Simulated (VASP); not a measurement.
# BP (F-43m) in VASP: further runs

Runs on BP. Level: PBE. Tasks: single point.

Everything below comes from runs of VASP 6.6.1. Logs are shortened: lines on timing, memory, paths and dates and some standing lists are left out, and cuts for length are marked.

## (1) The cell of the first run

It takes space group F-43m (No. 216, cubic). Conventional cell: a = 4.359 Å, b = 4.359 Å, c = 4.359 Å, α = 90.00°, β = 90.00°, γ = 90.00°. B (site symmetry -43m) has 4 P at 1.89 Å within 2.5 Å. P (site symmetry -43m) has 4 B at 1.89 Å within 2.5 Å.

## (2) Single point, PBE

INCAR reads:

```
PREC = Accurate ; ENCUT = 500
EDIFF = 1E-6 ; ISMEAR = 0
SIGMA = 0.02 ; LREAL = F
LASPH = T ; NELM = 120
ALGO = Normal ; ISIF = 2
LWAVE = F ; LCHARG = F
GGA = PE ; NBANDS = 11
GGA_COMPAT = F
```

KPOINTS reads:

```
regular mesh
0
Gamma
  10 10 10
```

POSCAR reads:

```
BP
1.0
    0.0000000000      2.1792834192      2.1792834192
    2.1792834192      0.0000000000      2.1792834192
    2.1792834192      2.1792834192      0.0000000000
B P
1 1
Direct
    0.0000000000      0.0000000000      0.0000000000
    0.2500000000      0.2500000000      0.2500000000
```

Potentials or basis: VASP PAW PBE potentials, release 64 (B, P).

The run is started by

```console
$ cat potpaw_PBE.64/B/POTCAR potpaw_PBE.64/P/POTCAR > POTCAR
$ mpirun -np 1 vasp_std > vasp.out
```

OUTCAR:

```text
PREC = Accurate
   ENCUT = 500
   EDIFF = 1E-6
   ISMEAR = 0
   LREAL = F
   LASPH = T
   NELM = 120
   ISIF = 2
   GGA = PE

 ion  position               nearest neighbor table
   1  0.000  0.000  0.000-   2 1.89   2 1.89   2 1.89   2 1.89
   2  0.250  0.250  0.250-   1 1.89   1 1.89   1 1.89   1 1.89

  LATTYP: Found a face centered cubic cell.
 ALAT       =     4.3585668384

  Lattice vectors:

 A1 = (   0.0000000000,   2.1792834192,   2.1792834192)
 A2 = (   2.1792834192,   0.0000000000,   2.1792834192)
 A3 = (   2.1792834192,   2.1792834192,   0.0000000000)

Analysis of symmetry for initial positions (statically):
=====================================================================
 Subroutine PRICEL returns:
 Original cell was already a primitive cell.

 Routine SETGRP: Setting up the symmetry group for a
 face centered cubic supercell.

 Subroutine GETGRP returns: Found 24 space group operations
 (whereof 24 operations were pure point group operations)
 out of a pool of 48 trial point group operations.

The static configuration has the point symmetry T_d .

Analysis of symmetry for dynamics (positions and initial velocities):
=====================================================================
 Subroutine PRICEL returns:
 Original cell was already a primitive cell.

 Routine SETGRP: Setting up the symmetry group for a
 face centered cubic supercell.

 Subroutine GETGRP returns: Found 24 space group operations
 (whereof 24 operations were pure point group operations)
 out of a pool of 48 trial point group operations.

The dynamic configuration has the point symmetry T_d .

 Subroutine INISYM returns: Found 24 space group operations
 (whereof 24 operations are pure point group operations),
 and found     1 'primitive' translations

----------------------------------------------------------------------------------------

                                     Primitive cell

  volume of cell :      20.7000

  direct lattice vectors                    reciprocal lattice vectors
     0.000000000  2.179283419  2.179283419    -0.229433214  0.229433214  0.229433214
     2.179283419  0.000000000  2.179283419     0.229433214 -0.229433214  0.229433214
     2.179283419  2.179283419  0.000000000     0.229433214  0.229433214 -0.229433214

  length of vectors
     3.081972168  3.081972168  3.081972168     0.397389984  0.397389984  0.397389984

  position of ions in fractional coordinates (direct lattice)
     0.000000000  0.000000000  0.000000000
     0.250000000  0.250000000  0.250000000

  ion indices of the primitive-cell ions
   primitive index   ion index
                 1           1
                 2           2

----------------------------------------------------------------------------------------

 KPOINTS: regular mesh

Automatic generation of k-mesh.
 Grid dimensions read from file:
 generate k-points for:   10   10   10

 Generating k-lattice:

  Cartesian coordinates                     Fractional coordinates (reciprocal lattice)
    -0.022943321  0.022943321  0.022943321     0.100000000  0.000000000  0.000000000
     0.022943321 -0.022943321  0.022943321     0.000000000  0.100000000  0.000000000
     0.022943321  0.022943321 -0.022943321     0.000000000  0.000000000  0.100000000

  Length of vectors
     0.039738998  0.039738998  0.039738998

  Shift w.r.t. Gamma in fractional coordinates (k-lattice)
     0.000000000  0.000000000  0.000000000

 Subroutine IBZKPT returns following result:
 ===========================================

 Found     47 irreducible k-points:

 Following reciprocal coordinates:
            Coordinates               Weight
  0.000000  0.000000  0.000000      1.000000
  0.100000  0.000000  0.000000      8.000000
  0.200000  0.000000  0.000000      8.000000
  0.300000  0.000000  0.000000      8.000000
  0.400000  0.000000  0.000000      8.000000
  0.500000  0.000000  0.000000      4.000000
[... 16 lines left out ...]
  0.300000  0.300000  0.000000      6.000000
  0.400000  0.300000  0.000000     24.000000
 [... further k-points ...]
   k-points           NKPTS =     47   k-points in BZ     NKDIM =     47   number of bands    NBANDS=     11
   number of dos      NEDOS =    301   number of ions     NIONS =      2
   total plane-waves  NPLWV =  13824
   dimension x,y,z NGX =    24 NGY =   24 NGZ =   24
   dimension x,y,z NGXF=    48 NGYF=   48 NGZF=   48
   ions per type =               1   1
   NGX,Y,Z   is equivalent  to a cutoff of  12.95, 12.95, 12.95 a.u.
   NGXF,Y,Z  is equivalent  to a cutoff of  25.89, 25.89, 25.89 a.u.
 SYSTEM =  unknown system
   PREC   = accura    normal or accurate (medium, high low for compatibility)
   ISTART =      0    job   : 0-new  1-cont  2-samecut
   ICHARG =      2    charge: 1-file 2-atom 10-const
   ISPIN  =      1    spin polarized calculation?
   LNONCOLLINEAR =      F non collinear calculations
   LSORBIT =      F    spin-orbit coupling
   LASPH  =      T    aspherical Exc in radial PAW
   ENCUT  =  500.0 eV  36.75 Ry    6.06 a.u.   5.62  5.62  5.62*2*pi/ulx,y,z
   NELM   =    120;   NELMIN=  2; NELMDL= -5     # of ELM steps
   EDIFF  = 0.1E-05   stopping-criterion for ELM
   LREAL  =      F    real-space projection
   EDIFFG = 0.1E-04   stopping-criterion for IOM
   NSW    =      0    number of steps for IOM
   IBRION =     -1    ionic relax: 0-MD 1-quasi-New 2-CG
   NFREE  =      0    steps in history (QN), initial steepest desc. (CG)
   ISIF   =      2    stress and relaxation
   ISYM   =      2    0-nonsym 1-usesym 2-fastsym
   POTIM  = 0.5000    time-step for ionic-motion
   TEBEG  =    0.0;   TEEND  =   0.0 temperature during run
   PSTRESS=    0.0 pullay stress
   NELECT =       8.0000    total number of electrons
   NUPDOWN=      -1.0000    fix difference up-down
   EMIN   =  10.00;   EMAX   =-10.00  energy-range for DOS
   EFERMI =   0.00;   METHOD = LEGACY
   ISMEAR =     0;   SIGMA  =   0.02  broadening in eV -4-tet -1-fermi 0-gaus
   EFERMI_NEDOS =   21; number of points for ismear=-14 and -15
   IALGO  =     38    algorithm
   IMIX   =      4    mixing-type and parameters
     AMIX     =   0.40;   BMIX     =  1.00
     AMIX_MAG =   1.60;   BMIX_MAG =  1.00
  volume/ion in A,a.u.               =      10.35        69.85
  Fermi-wavevector in a.u.,A,eV,Ry     =   1.192471  2.253443 19.347305  1.421987
  Thomas-Fermi vector in A             =   2.328508
   LORBIT       =      0    0 simple, 1 ext, 2 COOP (PROOUT), +10 PAW based schemes
   GGA     = PE    functional components
   LHFCALC =     F    Hartree Fock is set to
   AEXX    =    0.0000 exact exchange contribution
   IVDW    =     0    specifies the selected vdW correction
   LEPSILON=     F    determine dielectric tensor
   LRPA    =     F    only Hartree local field effects (RPA)
 non-spin polarized calculation
 Gauss-broadening in eV      SIGMA  =   0.02
  energy-cutoff  :      500.00
  volume of cell :       20.70
 maximum number of plane-waves:       544
   NGX = 11   NGY = 11   NGZ = 11

 number of electron       7.9999999 magnetization

 Free energy of the ion-electron system (eV)
  ---------------------------------------------------
  ext. energy  EPLUGINS =         0.00000000
  ---------------------------------------------------
  free energy    TOTEN  =       -12.72448350 eV

  energy without entropy =      -12.72448350  energy(sigma->0) =      -12.72448350

 E-fermi :   9.0224     XC(G=0): -11.4352

 val. band max:        8.9224971794   @ k =   0.0000   0.0000   0.0000
 cond. band min:       9.9908354859   @ k =   0.4000   0.4000   0.0000
 fundamental gap:      1.0683383065
 Fermi energy:         9.0223551209

 k-point     1 :       0.0000    0.0000    0.0000
  band No.  band energies     occupation
      1      -7.6561      2.00000
      2       8.9225      2.00000
      3       8.9225      2.00000
      4       8.9225      2.00000
      5      12.5358      0.00000
      6      12.5358      0.00000
      7      12.5358      0.00000
      8      18.2007      0.00000
      9      21.3303      0.00000
     10      21.4184      0.00000
     11      21.4184      0.00000

 k-point     2 :       0.1000    0.0000    0.0000
  band No.  band energies     occupation
      1      -7.4574      2.00000
      2       7.5299      2.00000
      3       8.5981      2.00000
      4       8.5981      2.00000
      5      12.9870      0.00000
      6      12.9870      0.00000
      7      13.0851      0.00000
      8      18.5796      0.00000
      9      20.6514      0.00000
     10      20.6514      0.00000
     11      21.9735      0.00000

 k-point     3 :       0.2000    0.0000    0.0000
  band No.  band energies     occupation
      1      -6.8675      2.00000
      2       5.0038      2.00000
      3       7.9908      2.00000
      4       7.9908      2.00000
      5      13.4863      0.00000
      6      13.7476      0.00000
      7      13.7476      0.00000
      8      19.3361      0.00000
      9      20.0034      0.00000
     10      20.0034      0.00000
     11      22.8999      0.00000

 k-point     4 :       0.3000    0.0000    0.0000
  band No.  band energies     occupation
      1      -5.9120      2.00000
      2       2.4310      2.00000
      3       7.4660      2.00000
      4       7.4660      2.00000
      5      13.5271      0.00000
      6      14.0015      0.00000
      7      14.0015      0.00000
      8      19.6956      0.00000
      9      20.7256      0.00000
     10      20.7256      0.00000
     11      23.3917      0.00000
[... 239 lines left out ...]
 k-point    22 :      -0.2000    0.2000    0.0000
  band No.  band energies     occupation
      1      -5.5893      2.00000
      2       3.3785      2.00000
      3       4.2747      2.00000
      4       7.5864      2.00000
      5      13.6806      0.00000
      6      14.5790      0.00000
      7      15.8649      0.00000
      8      18.1366      0.00000
      9      18.5322      0.00000
     10      23.4977      0.00000
     11      26.4208      0.00000

 k-point    23 :       0.3000    0.3000    0.0000
  band No.  band energies     occupation
      1      -5.3162      2.00000
      2       3.9765      2.00000
      3       5.3468      2.00000
      4       5.3468      2.00000
      5      10.3600      0.00000
      6      12.7501      0.00000
      7      18.5856      0.00000
      8      18.5856      0.00000
      9      23.6429      0.00000
     10      23.8828      0.00000
     11      27.1601      0.00000

 k-point    24 :       0.4000    0.3000    0.0000
  band No.  band energies     occupation
      1      -4.3906      2.00000
      2       2.5012      2.00000
      3       4.4167      2.00000
      4       5.0257      2.00000
      5      10.6369      0.00000
      6      12.5012      0.00000
      7      19.2017      0.00000
      8      19.3331      0.00000
      9      24.3972      0.00000
     10      24.9159      0.00000
     11      27.8498      0.00000

 [... further k-points ...]
[... 5 lines left out ...]
  --------------------------------------------------------------------------------------
  -------------------------------------------------------------------------------------
  Total        3.3574869      3.3574869      3.3574869      0.0000000      0.0000000      0.0000000
  in kB      259.8685799    259.8685799    259.8685799      0.0000000      0.0000000      0.0000000
  external PRESSURE =     259.8685799 kB  Pullay stress =       0.0000000 kB

 VOLUME and BASIS-vectors are now :
 -----------------------------------------------------------------------------
  energy-cutoff  :      500.00
  volume of cell :       20.70
      direct lattice vectors                 reciprocal lattice vectors
     0.000000000  2.179283419  2.179283419    -0.229433214  0.229433214  0.229433214
     2.179283419  0.000000000  2.179283419     0.229433214 -0.229433214  0.229433214
     2.179283419  2.179283419  0.000000000     0.229433214  0.229433214 -0.229433214

 POSITION                                       TOTAL-FORCE (eV/Angst)
 -----------------------------------------------------------------------------------
      0.00000      0.00000      0.00000        -0.000000      0.000000     -0.000000
      1.08964      1.08964      1.08964         0.000000     -0.000000      0.000000
 -----------------------------------------------------------------------------------
    total drift:                                0.000000      0.000000      0.000000

  FREE ENERGIE OF THE ION-ELECTRON SYSTEM (eV)
  ---------------------------------------------------
  free  energy   TOTEN  =       -12.7244835033 eV

  energy  without entropy=      -12.7244835033  energy(sigma->0) =      -12.72448350
```

Run time: 3.9 s. Hardware: 1 thread of Intel Xeon 6975P-C (Granite Rapids), shared host; peak memory 0.13 GiB.

What came out:

- Free energy: -12.7245 eV
- Pressure: 26.0 GPa
- Band gap on the k mesh: 1.07 eV, indirect (least direct gap 3.61 eV)

A k mesh can miss the band edges. PBE gaps usually lie below the measured ones, often by a third to a half.

## (3) Single point, PBE

This run uses another cell than the first one, of 11.06 Å³/atom, 1.068 times its volume.

INCAR reads:

```
SYSTEM = BP
PREC = Accurate
ENCUT = 500
EDIFF = 1E-6
ISMEAR = 0
SIGMA = 0.02
LREAL = .False.
LASPH = .True.
NELM = 120
ALGO = Normal
ISIF = 2
LWAVE = .False.
LCHARG = .False.
GGA = PE
NBANDS = 11
GGA_COMPAT = .False.
```

KPOINTS reads:

```
Automatic mesh
0
Gamma
  10 10 10
  0 0 0
```

POSCAR reads:

```
BP
1.0
    0.0000000000      2.2277277175      2.2277277175
    2.2277277175      0.0000000000      2.2277277175
    2.2277277175      2.2277277175      0.0000000000
B P
1 1
Direct
    0.0000000000      0.0000000000      0.0000000000
    0.2500000000      0.2500000000      0.2500000000
```

Potentials or basis: VASP PAW PBE potentials, release 64 (B, P).

The run is started by

```console
$ cat potpaw_PBE.64/B/POTCAR potpaw_PBE.64/P/POTCAR > POTCAR
$ mpirun -np 1 vasp_std > vasp.out
```

OUTCAR:

```text
SYSTEM = BP
   PREC = Accurate
   ENCUT = 500
   EDIFF = 1E-6
   ISMEAR = 0
   LREAL = .False.
   LASPH = .True.
   NELM = 120
   ISIF = 2
   GGA = PE

 ion  position               nearest neighbor table
   1  0.000  0.000  0.000-   2 1.93   2 1.93   2 1.93   2 1.93
   2  0.250  0.250  0.250-   1 1.93   1 1.93   1 1.93   1 1.93

  LATTYP: Found a face centered cubic cell.
 ALAT       =     4.4554554350

  Lattice vectors:

 A1 = (   0.0000000000,   2.2277277175,   2.2277277175)
 A2 = (   2.2277277175,   0.0000000000,   2.2277277175)
 A3 = (   2.2277277175,   2.2277277175,   0.0000000000)
[... 512 lines left out ...]
      7      17.9377      0.00000
      8      17.9895      0.00000
      9      22.7547      0.00000
     10      23.6804      0.00000
     11      25.9720      0.00000

 [... further k-points ...]
[... 5 lines left out ...]
  --------------------------------------------------------------------------------------
  -------------------------------------------------------------------------------------
  Total        1.5178341      1.5178341      1.5178341     -0.0000000      0.0000000     -0.0000000
  in kB      109.9812255    109.9812255    109.9812255     -0.0000000      0.0000000     -0.0000000
  external PRESSURE =     109.9812255 kB  Pullay stress =       0.0000000 kB

 VOLUME and BASIS-vectors are now :
 -----------------------------------------------------------------------------
  energy-cutoff  :      500.00
  volume of cell :       22.11
      direct lattice vectors                 reciprocal lattice vectors
     0.000000000  2.227727718  2.227727718    -0.224443946  0.224443946  0.224443946
     2.227727718  0.000000000  2.227727718     0.224443946 -0.224443946  0.224443946
     2.227727718  2.227727718  0.000000000     0.224443946  0.224443946 -0.224443946

 POSITION                                       TOTAL-FORCE (eV/Angst)
 -----------------------------------------------------------------------------------
      0.00000      0.00000      0.00000         0.000000      0.000000      0.000000
      1.11386      1.11386      1.11386        -0.000000     -0.000000     -0.000000
 -----------------------------------------------------------------------------------
    total drift:                                0.000000      0.000000      0.000000

  FREE ENERGIE OF THE ION-ELECTRON SYSTEM (eV)
  ---------------------------------------------------
  free  energy   TOTEN  =       -12.8848146156 eV

  energy  without entropy=      -12.8848146156  energy(sigma->0) =      -12.88481462
```

OSZICAR:

```text
N       E                     dE             d eps       ncg     rms          rms(c)
DAV:   1     0.747607537828E+01    0.74761E+01   -0.38771E+03  1034   0.636E+02
DAV:   2    -0.132144168903E+02   -0.20690E+02   -0.19762E+02  1383   0.107E+02
DAV:   3    -0.137134988236E+02   -0.49908E+00   -0.49782E+00  1285   0.145E+01
DAV:   4    -0.137153697867E+02   -0.18710E-02   -0.18708E-02  1176   0.106E+00
DAV:   5    -0.137153790820E+02   -0.92953E-05   -0.92952E-05  1283   0.733E-02    0.781E+00
DAV:   6    -0.130015553095E+02    0.71382E+00   -0.15464E+00  1175   0.556E+00    0.420E+00
DAV:   7    -0.128926609189E+02    0.10889E+00   -0.29118E-01  1286   0.269E+00    0.140E+00
DAV:   8    -0.128842966002E+02    0.83643E-02   -0.28696E-02  1215   0.987E-01    0.211E-01
DAV:   9    -0.128846131639E+02   -0.31656E-03   -0.69927E-04  1207   0.183E-01    0.142E-01
DAV:  10    -0.128848030031E+02   -0.18984E-03   -0.23542E-04  1158   0.970E-02    0.294E-02
DAV:  11    -0.128848137551E+02   -0.10752E-04   -0.11858E-05  1320   0.228E-02    0.379E-02
DAV:  12    -0.128848146156E+02   -0.86047E-06   -0.45486E-06  1163   0.105E-02
   1 F= -.12884815E+02 E0= -.12884815E+02  d E =-.305970E-14
```

stdout:

```text
POSCAR found type information on POSCAR B P
 POSCAR found :  2 types and       2 ions
 scaLAPACK will be used
 LDA part: xc-table for (Slater+PW92), standard interpolation
 POSCAR, INCAR and KPOINTS ok, starting setup
 FFT: planning ... GRIDC
 FFT: planning ... GRID_SOFT
 FFT: planning ... GRID
 WAVECAR not read
 entering main loop
```

Run time: 3.8 s. Hardware: 1 thread of Intel Xeon 6975P-C (Granite Rapids), shared host; peak memory 0.13 GiB.

Results:

```
Free energy            : -12.8848 eV
Pressure               : 11.0 GPa
Band gap on the k mesh : 1.16 eV, indirect (least direct gap 3.49 eV)
```

Levels at points of the mesh, in eV from the valence-band top:
| k point | band 1 | band 2 | band 3 | band 4 | band 5 | band 6 | band 7 | band 8 | band 9 |
| --- | --- | --- | --- | --- | --- | --- | --- | --- | --- |
| (0.00, 0.00, 0.00) | -15.96 | 0.00 | 0.00 | 0.00 | 3.49 | 3.49 | 3.49 | 8.23 | 11.90 |
| (0.50, 0.00, 0.00) | -12.42 | -9.44 | -1.82 | -1.82 | 4.12 | 4.75 | 4.75 | 10.32 | 14.99 |
| (0.50, 0.50, 0.00) | -10.81 | -8.87 | -4.32 | -4.32 | 1.22 | 1.61 | 12.65 | 12.65 | 15.91 |

A k mesh can miss the band edges. Expect the measured gap to be larger: semilocal functionals such as PBE lack the derivative discontinuity.
